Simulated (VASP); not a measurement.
Wanted: the native input for a VASP 6.6.1 run.

* Task: single point
* Functional: r2SCAN
* Dispersion: rVV10
* Potentials or basis: VASP PAW PBE potentials, release 64 (Ca_sv, H, Si)
* Cutoff: 520 eV
* k mesh: 8 × 8 × 4
* Occupations: fermi-dirac, width 0.03 eV
* Spin: no spin polarisation
* Dipole correction: no
* Further INCAR settings: ALGO = Normal; EDIFF = 1e-06; NBANDS = 20

CaSiH6:

```
CELL_PARAMETERS angstrom
3.22477 0.00000 0.00000
0.00000 3.22477 0.00000
0.00000 0.00000 5.43583
ATOMIC_POSITIONS crystal
Ca 0.50000 0.50000 0.50000
H 0.50000 0.50000 0.00000
H 0.00000 0.00000 0.50000
H 0.00000 0.50000 0.17909
H 0.50000 0.00000 0.82091
H 0.50000 0.00000 0.17909
H 0.00000 0.50000 0.82091
Si 0.00000 0.00000 0.00000
```

The input as run:

POSCAR

```
CaSiH6
1.0
    3.2247744013      0.0000000000      0.0000000000
    0.0000000000      3.2247744013      0.0000000000
    0.0000000000      0.0000000000      5.4358346077
Ca H Si
1 6 1
Direct
    0.5000000000      0.5000000000      0.5000000000
    0.5000000000      0.5000000000      0.0000000000
    0.0000000000      0.0000000000      0.5000000000
    0.0000000000      0.5000000000      0.1790870729
    0.5000000000      0.0000000000      0.8209129271
    0.5000000000      0.0000000000      0.1790870729
    0.0000000000      0.5000000000      0.8209129271
    0.0000000000      0.0000000000      0.0000000000
```

INCAR.step1

```
SYSTEM = CaSiH6
PREC = Accurate
ENCUT = 520
ISMEAR = -1
SIGMA = 0.03
LREAL = .FALSE.
LASPH = .TRUE.
NELM = 60
NBANDS = 20
GGA = PE
ALGO = Normal
EDIFF = 1E-4
LWAVE = .TRUE.
LCHARG = .FALSE.
```

INCAR.step2

```
SYSTEM = CaSiH6
PREC = Accurate
ENCUT = 520
EDIFF = 1E-6
ISMEAR = -1
SIGMA = 0.03
LREAL = .FALSE.
LASPH = .TRUE.
NELM = 60
ALGO = Normal
ISIF = 2
LWAVE = .FALSE.
LCHARG = .FALSE.
METAGGA = R2SCAN
LMIXTAU = .TRUE.
LUSE_VDW = .TRUE.
IVDW_NL = 2
BPARAM = 11.95
CPARAM = 0.0093
NBANDS = 20
ISTART = 1
```

KPOINTS

```
Automatic mesh
0
G
  8 8 4
  0 0 0
```

Potentials or basis: VASP PAW PBE potentials, release 64 (Ca_sv, H, Si).

Run with:

```bash
$ cat potpaw_PBE.64/Ca_sv/POTCAR potpaw_PBE.64/H/POTCAR potpaw_PBE.64/Si/POTCAR > POTCAR
$ cp INCAR.step1 INCAR
$ mpirun -np 1 vasp_std > vasp.out
$ cp INCAR.step2 INCAR
$ mpirun -np 1 vasp_std > vasp.out
```

It gave:

| Quantity | Value |
| --- | --- |
| Pressure | 0.2 GPa |
| Largest force | 0.007 eV/Å |
| Band gap on the k mesh | zero (bands 10 and 11 overlap by 4.51 eV) |

Caveat: the PAW data sets were made with another functional, which shifts forces and pressure a little.

Wall time 5.4 min on 1 thread of Oxide Virtual Turin-like Processor, with other jobs on the host, peak memory 0.27 GiB.
